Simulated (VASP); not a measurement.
# KNbO3 (P4mm) in VASP: single point with LDA

Aim: the single point of KNbO3 with LDA.

Program: VASP 6.6.1. These are calculated values, not measurements. Logs are shortened: lines on timing, memory, paths and dates and some standing lists are left out, and cuts for length are marked.

**1. The cell of the first run**

Symmetry: P4mm, No. 99, tetragonal system. Conventional cell: a = 3.996 Å, b = 3.996 Å, c = 4.063 Å, α = 90.00°, β = 90.00°, γ = 90.00°. K (site symmetry 4mm) has 12 O at 2.79 to 2.91 Å and 8 Nb at 3.44 to 3.52 Å within 3.7 Å. Within 2.5 Å of Nb (site symmetry 4mm) lie 6 O at 1.85 to 2.21 Å. Within 2.5 Å of O (site symmetry 4mm) lie 2 Nb at 1.85 to 2.21 Å. O (site symmetry 2mm) has 2 Nb at 2.00 Å within 2.7 Å.

**2. Single point, LDA**

Contents of INCAR:

```
PREC = Accurate ; ENCUT = 600
EDIFF = 1E-6 ; ISMEAR = 0
SIGMA = 0.01 ; LREAL = False
LASPH = True ; NELM = 120
ALGO = Normal ; ISIF = 2
LWAVE = False ; LCHARG = True
LELF = True ; LVHAR = True
NBANDS = 28 ; GGA_COMPAT = False
```

Contents of KPOINTS:

```
Automatic mesh
0
Gamma
  4 4 3
  0.5 0.5 0.5
```

Contents of POSCAR:

```
KNbO3
1.0
    3.9960000000      0.0000000000      0.0000000000
    0.0000000000      3.9960000000      0.0000000000
    0.0000000000      0.0000000000      4.0630000000
K Nb O
1 1 3
Direct
    0.0000000000      0.0000000000      0.0180000000
    0.5000000000      0.5000000000      0.5000000000
    0.5000000000      0.5000000000      0.0440000000
    0.5000000000      0.0000000000      0.5400000000
    0.0000000000      0.5000000000      0.5400000000
```

Potentials or basis: VASP PAW LDA potentials, release 64 (K_sv, Nb_sv, O).

Started as:

```sh
cat potpaw_LDA.64/K_sv/POTCAR potpaw_LDA.64/Nb_sv/POTCAR potpaw_LDA.64/O/POTCAR > POTCAR
mpirun -np 1 vasp_std > vasp.out
```

OUTCAR:

```text
PREC = Accurate
   ENCUT = 600
   EDIFF = 1E-6
   ISMEAR = 0
   LREAL = False
   LASPH = True
   NELM = 120
   ISIF = 2

 ion  position               nearest neighbor table
   1  0.000  0.000  0.018-   4 2.79   5 2.79   5 2.79   4 2.79   3 2.83   3 2.83   3 2.83   3 2.83

   2  0.500  0.500  0.500-   3 1.85   4 2.00   5 2.00   4 2.00   5 2.00   3 2.21
   3  0.500  0.500  0.044-   2 1.85   2 2.21   1 2.83   1 2.83   1 2.83   1 2.83
   4  0.500  0.000  0.540-   2 2.00   2 2.00   1 2.79   1 2.79
   5  0.000  0.500  0.540-   2 2.00   2 2.00   1 2.79   1 2.79

  LATTYP: Found a simple tetragonal cell.
 ALAT       =     3.9960000000
 C/A-ratio  =     1.0167667668

  Lattice vectors:

 A1 = (   3.9960000000,   0.0000000000,   0.0000000000)
 A2 = (   0.0000000000,   3.9960000000,   0.0000000000)
 A3 = (   0.0000000000,   0.0000000000,   4.0630000000)

Analysis of symmetry for initial positions (statically):
=====================================================================
 Subroutine PRICEL returns:
 Original cell was already a primitive cell.

 Routine SETGRP: Setting up the symmetry group for a
 simple tetragonal supercell.

 Subroutine GETGRP returns: Found  8 space group operations
 (whereof  8 operations were pure point group operations)
 out of a pool of 16 trial point group operations.

The static configuration has the point symmetry C_4v.

Analysis of symmetry for dynamics (positions and initial velocities):
=====================================================================
 Subroutine PRICEL returns:
 Original cell was already a primitive cell.

 Routine SETGRP: Setting up the symmetry group for a
 simple tetragonal supercell.

 Subroutine GETGRP returns: Found  8 space group operations
 (whereof  8 operations were pure point group operations)
 out of a pool of 16 trial point group operations.

The dynamic configuration has the point symmetry C_4v.

 Subroutine INISYM returns: Found  8 space group operations
 (whereof  8 operations are pure point group operations),
 and found     1 'primitive' translations

----------------------------------------------------------------------------------------

                                     Primitive cell

  volume of cell :      64.8780

  direct lattice vectors                    reciprocal lattice vectors
     3.996000000  0.000000000  0.000000000     0.250250250  0.000000000  0.000000000
     0.000000000  3.996000000  0.000000000     0.000000000  0.250250250  0.000000000
     0.000000000  0.000000000  4.063000000     0.000000000  0.000000000  0.246123554

  length of vectors
     3.996000000  3.996000000  4.063000000     0.250250250  0.250250250  0.246123554

  position of ions in fractional coordinates (direct lattice)
     0.000000000  0.000000000  0.018000000
     0.500000000  0.500000000  0.500000000
     0.500000000  0.500000000  0.044000000
     0.500000000  0.000000000  0.540000000
     0.000000000  0.500000000  0.540000000

  ion indices of the primitive-cell ions
   primitive index   ion index
                 1           1
                 2           2
                 3           3
                 4           4
                 5           5

----------------------------------------------------------------------------------------

 KPOINTS: Automatic mesh

Automatic generation of k-mesh.
 Grid dimensions read from file:
 generate k-points for:    4    4    3

 Generating k-lattice:

  Cartesian coordinates                     Fractional coordinates (reciprocal lattice)
     0.062562563  0.000000000  0.000000000     0.250000000  0.000000000  0.000000000
     0.000000000  0.062562563  0.000000000     0.000000000  0.250000000  0.000000000
     0.000000000  0.000000000  0.082041185     0.000000000  0.000000000  0.333333333

  Length of vectors
     0.062562563  0.062562563  0.082041185

  Shift w.r.t. Gamma in fractional coordinates (k-lattice)
     0.500000000  0.500000000  0.500000000

 Subroutine IBZKPT returns following result:
 ===========================================

 Found      6 irreducible k-points:

 Following reciprocal coordinates:
            Coordinates               Weight
  0.125000  0.125000  0.166667      8.000000
  0.375000  0.125000  0.166667     16.000000
  0.375000  0.375000  0.166667      8.000000
  0.125000  0.125000  0.500000      4.000000
  0.375000  0.125000  0.500000      8.000000
  0.375000  0.375000  0.500000      4.000000
   k-points           NKPTS =      6   k-points in BZ     NKDIM =      6   number of bands    NBANDS=     28
   number of dos      NEDOS =    301   number of ions     NIONS =      5
   total plane-waves  NPLWV =  32768
   dimension x,y,z NGX =    32 NGY =   32 NGZ =   32
   dimension x,y,z NGXF=    64 NGYF=   64 NGZF=   64
   ions per type =               1   1   3
   NGX,Y,Z   is equivalent  to a cutoff of  13.31, 13.31, 13.09 a.u.
   NGXF,Y,Z  is equivalent  to a cutoff of  26.63, 26.63, 26.19 a.u.
 SYSTEM =  unknown system
   PREC   = accura    normal or accurate (medium, high low for compatibility)
   ISTART =      0    job   : 0-new  1-cont  2-samecut
   ICHARG =      2    charge: 1-file 2-atom 10-const
   ISPIN  =      1    spin polarized calculation?
   LNONCOLLINEAR =      F non collinear calculations
   LSORBIT =      F    spin-orbit coupling
   LASPH  =      T    aspherical Exc in radial PAW
   ENCUT  =  600.0 eV  44.10 Ry    6.64 a.u.   7.98  7.98  8.11*2*pi/ulx,y,z
   NELM   =    120;   NELMIN=  2; NELMDL= -5     # of ELM steps
   EDIFF  = 0.1E-05   stopping-criterion for ELM
   LREAL  =      F    real-space projection
   EDIFFG = 0.1E-04   stopping-criterion for IOM
   NSW    =      0    number of steps for IOM
   IBRION =     -1    ionic relax: 0-MD 1-quasi-New 2-CG
   NFREE  =      0    steps in history (QN), initial steepest desc. (CG)
   ISIF   =      2    stress and relaxation
   ISYM   =      2    0-nonsym 1-usesym 2-fastsym
   POTIM  = 0.5000    time-step for ionic-motion
   TEBEG  =    0.0;   TEEND  =   0.0 temperature during run
   PSTRESS=    0.0 pullay stress
   NELECT =      40.0000    total number of electrons
   NUPDOWN=      -1.0000    fix difference up-down
   EMIN   =  10.00;   EMAX   =-10.00  energy-range for DOS
   EFERMI =   0.00;   METHOD = LEGACY
   ISMEAR =     0;   SIGMA  =   0.01  broadening in eV -4-tet -1-fermi 0-gaus
   EFERMI_NEDOS =   21; number of points for ismear=-14 and -15
   IALGO  =     38    algorithm
   IMIX   =      4    mixing-type and parameters
     AMIX     =   0.40;   BMIX     =  1.00
     AMIX_MAG =   1.60;   BMIX_MAG =  1.00
  volume/ion in A,a.u.               =      12.98        87.56
  Fermi-wavevector in a.u.,A,eV,Ry     =   1.393356  2.633062 26.414925  1.941442
  Thomas-Fermi vector in A             =   2.517010
   LORBIT       =      0    0 simple, 1 ext, 2 COOP (PROOUT), +10 PAW based schemes
   GGA     = CA    functional components
   LHFCALC =     F    Hartree Fock is set to
   AEXX    =    0.0000 exact exchange contribution
   IVDW    =     0    specifies the selected vdW correction
   LEPSILON=     F    determine dielectric tensor
   LRPA    =     F    only Hartree local field effects (RPA)
 non-spin polarized calculation
 Gauss-broadening in eV      SIGMA  =   0.01
  energy-cutoff  :      600.00
  volume of cell :       64.88
 maximum number of plane-waves:      2188
 NGX is ok and might be reduce to    32
   NGX = 15   NGY = 15   NGZ = 17

 number of electron      39.9999991 magnetization

 Free energy of the ion-electron system (eV)
  ---------------------------------------------------
  ext. energy  EPLUGINS =         0.00000000
  ---------------------------------------------------
  free energy    TOTEN  =       -42.85505641 eV

  energy without entropy =      -42.85505641  energy(sigma->0) =      -42.85505641

 E-fermi :   2.8390     XC(G=0): -11.2890

 val. band max:        2.7380183577   @ k =   0.3750   0.3750   0.1667
 cond. band min:       5.2755579455   @ k =   0.1250   0.1250   0.1667
 fundamental gap:      2.5375395878
 Fermi energy:         2.8389932341

 k-point     1 :       0.1250    0.1250    0.1667
  band No.  band energies     occupation
      1     -51.5462      2.00000
      2     -27.9506      2.00000
      3     -27.8060      2.00000
      4     -27.8052      2.00000
      5     -24.0081      2.00000
      6     -13.7618      2.00000
[... 20 lines left out ...]
     27      11.2895      0.00000
     28      11.4212      0.00000

 k-point     2 :       0.3750    0.1250    0.1667
  band No.  band energies     occupation
      1     -51.5445      2.00000
      2     -27.9465      2.00000
      3     -27.9022      2.00000
      4     -27.8019      2.00000
      5     -23.9914      2.00000
      6     -13.6834      2.00000
[... 20 lines left out ...]
     27      12.2643      0.00000
     28      12.5678      0.00000

 k-point     3 :       0.3750    0.3750    0.1667
  band No.  band energies     occupation
      1     -51.5427      2.00000
      2     -27.9428      2.00000
      3     -27.8975      2.00000
      4     -27.8969      2.00000
      5     -23.9808      2.00000
      6     -13.4755      2.00000
[... 20 lines left out ...]
     27      12.7523      0.00000
     28      13.2886      0.00000

 k-point     4 :       0.1250    0.1250    0.5000
  band No.  band energies     occupation
      1     -51.5448      2.00000
      2     -28.0357      2.00000
      3     -27.8025      2.00000
      4     -27.8021      2.00000
      5     -23.9916      2.00000
      6     -13.6981      2.00000
[... 20 lines left out ...]
     27      12.3019      0.00000
     28      13.2030      0.00000

 k-point     5 :       0.3750    0.1250    0.5000
  band No.  band energies     occupation
      1     -51.5430      2.00000
      2     -28.0301      2.00000
      3     -27.8974      2.00000
      4     -27.7988      2.00000
      5     -23.9824      2.00000
      6     -13.4544      2.00000
[... 20 lines left out ...]
     27      13.0991      0.00000
     28      13.4160      0.00000

 k-point     6 :       0.3750    0.3750    0.5000
  band No.  band energies     occupation
      1     -51.5413      2.00000
      2     -28.0257      2.00000
      3     -27.8936      2.00000
      4     -27.8933      2.00000
      5     -23.9711      2.00000
      6     -12.7349      2.00000
[... 20 lines left out ...]
     27      13.0216      0.00000
     28      13.5468      0.00000

------------------------ aborting loop because EDIFF is reached ----------------------------------------

  FORCE on cell =-STRESS in cart. coord.  units (eV):
  Direction    XX          YY          ZZ          XY          YZ          ZX
  --------------------------------------------------------------------------------------
  -------------------------------------------------------------------------------------
  Total       -3.0466211     -3.0466211     -2.0133377      0.0000000     -0.0000000      0.0000000
  in kB      -75.2369619    -75.2369619    -49.7198067      0.0000000     -0.0000000      0.0000000
  external PRESSURE =     -66.7312435 kB  Pullay stress =       0.0000000 kB

 VOLUME and BASIS-vectors are now :
 -----------------------------------------------------------------------------
  energy-cutoff  :      600.00
  volume of cell :       64.88
      direct lattice vectors                 reciprocal lattice vectors
     3.996000000  0.000000000  0.000000000     0.250250250  0.000000000  0.000000000
     0.000000000  3.996000000  0.000000000     0.000000000  0.250250250  0.000000000
     0.000000000  0.000000000  4.063000000     0.000000000  0.000000000  0.246123554

 POSITION                                       TOTAL-FORCE (eV/Angst)
 -----------------------------------------------------------------------------------
      0.00000      0.00000      0.07313         0.000000     -0.000000     -0.060357
      1.99800      1.99800      2.03150        -0.000000      0.000000      0.379278
      1.99800      1.99800      0.17877        -0.000000     -0.000000     -0.126329
      1.99800      0.00000      2.19402        -0.000000     -0.000000     -0.096296
      0.00000      1.99800      2.19402        -0.000000     -0.000000     -0.096296
 -----------------------------------------------------------------------------------
    total drift:                                0.000000     -0.000000      0.000485

  FREE ENERGIE OF THE ION-ELECTRON SYSTEM (eV)
  ---------------------------------------------------
  free  energy   TOTEN  =       -42.8550564088 eV

  energy  without entropy=      -42.8550564088  energy(sigma->0) =      -42.85505641
```

Run time: 17 s. Hardware: 1 thread of Intel Xeon 8259CL, shared host; peak memory 0.16 GiB.

Results:

- Free energy: -42.8551 eV
- Pressure: -6.7 GPa
- Largest force: 0.379 eV/Å
- Band gap on the k mesh: 2.54 eV, indirect (least direct gap 3.24 eV)

Forces in eV/Å, atoms in the order of the input:
```
K    0.000  0.000 -0.060
Nb   0.000  0.000  0.379
O    0.000  0.000 -0.126
O    0.000  0.000 -0.096
O    0.000  0.000 -0.096
```

Stress tensor (GPa, compression positive):
```
-7.52  0.00  0.00
 0.00 -7.52  0.00
 0.00  0.00 -4.97
```

Levels at points of the mesh, in eV from the valence-band top:
```
           k point  band 18  band 19  band 20  band 21  band 22  band 23
(0.12, 0.12, 0.17)    -0.99    -0.89    -0.71     2.54     3.04     3.04
```
